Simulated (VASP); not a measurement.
Input of a VASP 6.6.1 run:

The input INCAR:

```
ALGO = Fast
EDIFF = 1E-6
ENCUT = 520
GGA = PS
ISIF = 2
ISMEAR = 0
LASPH = True
LCHARG = True
LELF = True
LREAL = False
LVHAR = True
LWAVE = False
NBANDS = 19
NELM = 60
PREC = Accurate
SIGMA = 0.1
```

File KPOINTS:

```
k-points
0
Gamma
  24 24 12
```

POSCAR

```
Zn
1.0
    2.6055375125      0.0000000000      0.0000000000
   -1.3027687562      2.2564616763      0.0000000000
    0.0000000000      0.0000000000      4.7968250498
Zn
2
Direct
    0.3333333329      0.6666666671      0.2500000000
    0.6666666671      0.3333333329      0.7500000000
```

Potentials or basis: VASP PAW PBE potentials, release 64 (Zn).

Command:

```bash
$ cat potpaw_PBE.64/Zn/POTCAR > POTCAR
$ mpirun -np 1 vasp_std > vasp.out
```

Task: Estimate the band gap on the k mesh.

Result: Zero (band 12 reaches 4.92 eV, above the bottom of band 13 at 0.62 eV).

Task: What does it give for the pressure?

Result: 1.4 GPa.

Stress tensor (GPa, compression positive):
```
1.08 0.00 0.00
0.00 1.08 0.00
0.00 0.00 1.98
```

Caveat: the cell differs from its parent crystal (uniaxial strain along c: -2.0 %, then relaxed in part); the PAW data sets were made with another functional, which shifts forces and pressure a little.
